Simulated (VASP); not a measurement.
Input of a VASP 6.6.1 run:

The input INCAR:

```
  ALGO = Normal
  EDIFF = 1E-6
  ENCUT = 500
  GGA = PE
  GGA_COMPAT = False
  ISIF = 2
  ISMEAR = -1
  ISPIN = 2
  LASPH = True
  LCHARG = False
  LORBIT = 11
  LREAL = False
  LWAVE = False
  MAGMOM = 0.2
  NBANDS = 13
  NELM = 200
  PREC = Accurate
  SIGMA = 0.1
```

File KPOINTS:

```
k-points
0
Gamma
  16 16 15
```

POSCAR

```
Se
1.0
    3.1320201749      0.0000000000      0.0000000000
   -1.5660100874      2.7124090366      0.0000000000
    0.0000000000      0.0000000000      2.6194286466
Se
1
Direct
    0.0000000000      0.0000000000      0.0000000000
```

Potentials or basis: VASP PAW PBE potentials, release 64 (Se).

Launch:

```console
$ cat potpaw_PBE.64/Se/POTCAR > POTCAR
$ mpirun -np 1 vasp_std > vasp.out
```

Question: What does it give for the band gap on the k mesh?

Answer: Zero (filled and empty bands overlap).

Question: What does it give for the net moment?

Answer: 0.00 μB per cell.

Question: What does it give for the pressure?

Answer: 0.0 GPa.
